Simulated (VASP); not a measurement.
# Si (P6mm) in VASP: further runs, part 2 of 2

VASP 6.6.1. The steps go on from the part before.

## 3. Single point, PBE (atom 1 (Si) moved +0.025 Å towards its neighbour atom 2 (Si) at 2.497 Å)

Input file INCAR:

```
  ALGO = Normal
  EDIFF = 1E-6
  ENCUT = 520
  GGA = PE
  ISIF = 2
  ISMEAR = 0
  LASPH = True
  LCHARG = False
  LREAL = False
  LWAVE = False
  NBANDS = 26
  NELM = 80
  PREC = Accurate
  SIGMA = 0.15
```

Input file KPOINTS:

```
k-points
0
Gamma
  12 12 12
```

Input file POSCAR:

```
Si
1.0
    0.0000000000      0.0000000000      4.9938171177
    5.2842308228      0.0000000000      0.0000000000
   -2.6421154115      4.5762781320      0.0000000000
Si
8
Direct
   -0.0050061905      0.0000000000      0.0000000000
    0.5000000000      0.0000000000      0.0000000000
    0.0000000000      0.0000000000      0.5000000000
    0.5000000000      0.0000000000      0.5000000000
    0.0000000000      0.5000000000      0.0000000000
    0.5000000000      0.5000000000      0.0000000000
    0.0000000000      0.5000000000      0.5000000000
    0.5000000000      0.5000000000      0.5000000000
```

Potentials or basis: VASP PAW PBE potentials, release 64 (Si).

Started as:

```
cat potpaw_PBE.64/Si/POTCAR > POTCAR
mpirun -np 1 vasp_std > vasp.out
```

OUTCAR:

```text
EDIFF = 1E-6
   ENCUT = 520
   GGA = PE
   ISIF = 2
   ISMEAR = 0
   LASPH = True
   LREAL = False
   NELM = 80
   PREC = Accurate

 ion  position               nearest neighbor table
   1  0.995  0.000  0.000-   2 2.47   2 2.52   7 2.64   7 2.64   5 2.64   5 2.64   3 2.64   3 2.64

   2  0.500  0.000  0.000-   1 2.47   1 2.52   8 2.64   8 2.64   6 2.64   6 2.64   4 2.64   4 2.64

   3  0.000  0.000  0.500-   4 2.50   4 2.50   5 2.64   5 2.64   7 2.64   7 2.64   1 2.64   1 2.64
[... 7 lines left out ...]
   7  0.000  0.500  0.500-   8 2.50   8 2.50   3 2.64   3 2.64   5 2.64   5 2.64   1 2.64   1 2.64

   8  0.500  0.500  0.500-   7 2.50   7 2.50   2 2.64   2 2.64   4 2.64   4 2.64   6 2.64   6 2.64

  LATTYP: Found a hexagonal cell.
 ALAT       =     5.2842308228
 C/A-ratio  =     0.9450414422

  Lattice vectors:

 A1 = (   5.2842308228,   0.0000000000,   0.0000000000)
 A2 = (  -2.6421154115,   4.5762781320,   0.0000000000)
 A3 = (   0.0000000000,   0.0000000000,   4.9938171177)

Analysis of symmetry for initial positions (statically):
[... 191 lines left out ...]
 Fermi energy:         9.3482359392

 k-point     1 :       0.0000    0.0000    0.0000
  band No.  band energies     occupation
      1      -4.5630      2.00000
      2       0.1454      2.00000
      3       1.7874      2.00000
      4       1.7929      2.00000
      5       1.7929      2.00000
      6       2.2991      2.00000
[... 685 lines left out ...]
     25      14.6754      0.00000
     26      14.6761      0.00000

 [... further k-points ...]

------------------------ aborting loop because EDIFF is reached ----------------------------------------

  FORCE on cell =-STRESS in cart. coord.  units (eV):
  Direction    XX          YY          ZZ          XY          YZ          ZX
  --------------------------------------------------------------------------------------
  -------------------------------------------------------------------------------------
  Total        0.5018143      0.5018143     -1.0217131     -0.0000000      0.0000000     -0.0000000
  in kB        6.6577393      6.6577393    -13.5554113     -0.0000000      0.0000000     -0.0000000
  external PRESSURE =      -0.0799775 kB  Pullay stress =       0.0000000 kB

 VOLUME and BASIS-vectors are now :
 -----------------------------------------------------------------------------
  energy-cutoff  :      520.00
  volume of cell :      120.76
      direct lattice vectors                 reciprocal lattice vectors
     0.000000000  0.000000000  4.993817118     0.000000000  0.000000000  0.200247621
     5.284230823  0.000000000  0.000000000     0.189242301  0.109259093  0.000000000
    -2.642115411  4.576278132  0.000000000     0.000000000  0.218518187  0.000000000

 POSITION                                       TOTAL-FORCE (eV/Angst)
 -----------------------------------------------------------------------------------
      0.00000      0.00000      4.96882        -0.000000     -0.000000      0.150937
      0.00000      0.00000      2.49691         0.000000     -0.000000     -0.113575
     -1.32106      2.28814      0.00000         0.000000     -0.000000      0.000351
     -1.32106      2.28814      2.49691         0.000000     -0.000000     -0.012806
      2.64212      0.00000      0.00000         0.000000     -0.000000      0.000351
      2.64212      0.00000      2.49691         0.000000     -0.000000     -0.012806
      1.32106      2.28814      0.00000         0.000000     -0.000000      0.000351
      1.32106      2.28814      2.49691         0.000000      0.000000     -0.012806
 -----------------------------------------------------------------------------------
    total drift:                                0.000000     -0.000000      0.000011

  FREE ENERGIE OF THE ION-ELECTRON SYSTEM (eV)
  ---------------------------------------------------
  free  energy   TOTEN  =       -40.9416181165 eV

  energy  without entropy=      -40.9059148163  energy(sigma->0) =      -40.92376647
```

OSZICAR:

```text
N       E                     dE             d eps       ncg     rms          rms(c)
DAV:   1     0.560666798970E+02    0.56067E+02   -0.12533E+04  6916   0.103E+03
DAV:   2    -0.367147040621E+02   -0.92781E+02   -0.85792E+02  8560   0.151E+02
DAV:   3    -0.409410640299E+02   -0.42264E+01   -0.40864E+01  9038   0.272E+01
DAV:   4    -0.409907874193E+02   -0.49723E-01   -0.49576E-01  8410   0.359E+00
DAV:   5    -0.409913182054E+02   -0.53079E-03   -0.53053E-03  8850   0.341E-01    0.805E+00
DAV:   6    -0.409610720632E+02    0.30246E-01   -0.15232E-02  8418   0.573E-01    0.460E+00
DAV:   7    -0.409415688958E+02    0.19503E-01   -0.32532E-02  8014   0.846E-01    0.379E-01
DAV:   8    -0.409416348507E+02   -0.65955E-04   -0.18791E-03  8596   0.229E-01    0.109E-01
DAV:   9    -0.409416207661E+02    0.14085E-04   -0.10226E-04  8600   0.548E-02    0.370E-02
DAV:  10    -0.409416195693E+02    0.11969E-05   -0.10242E-05  8884   0.161E-02    0.835E-03
DAV:  11    -0.409416184684E+02    0.11009E-05   -0.74018E-07  4902   0.424E-03    0.359E-03
DAV:  12    -0.409416181165E+02    0.35185E-06   -0.20156E-07  4622   0.214E-03
   1 F= -.40941618E+02 E0= -.40923766E+02  d E =-.357033E-01
```

Wall time 5.7 min (1 thread of Intel Xeon 8259CL, shared host); peak memory 0.42 GiB.

What came out:

| Property | Result |
| --- | --- |
| Free energy | -40.9416 eV |
| Pressure | 0.0 GPa |
| Largest force | 0.151 eV/Å |
| Band gap on the k mesh | zero (bands 16 and 17 overlap by 3.60 eV) |

Forces on the atoms (eV/Å):
```
Si   0.000  0.000  0.151
Si   0.000  0.000 -0.114
Si   0.000  0.000  0.000
Si   0.000  0.000 -0.013
Si   0.000  0.000  0.000
Si   0.000  0.000 -0.013
Si   0.000  0.000  0.000
Si   0.000  0.000 -0.013
```

Stress tensor (GPa, compression positive):
```
 0.67  0.00  0.00
 0.00  0.67  0.00
 0.00  0.00 -1.36
```

Levels at points of the mesh, in eV from the Fermi level:
```csv
k point,band 14,band 15,band 16,band 17,band 18,band 19
"(0.00, 0.00, 0.00)",-2.07,-2.07,-2.04,-2.04,-2.04,1.56
"(0.50, 0.00, 0.00)",-5.36,-1.20,-1.16,3.88,3.96,3.96
"(0.00, 0.50, 0.00)",-2.51,-1.72,-1.72,0.96,0.96,1.84
"(0.50, 0.50, 0.00)",-0.49,-0.47,-0.46,-0.04,0.00,0.01
```

Caveat: the cell differs from its parent crystal (atom 1 (Si) moved +0.025 Å towards its neighbour atom 2 (Si) at 2.497 Å).
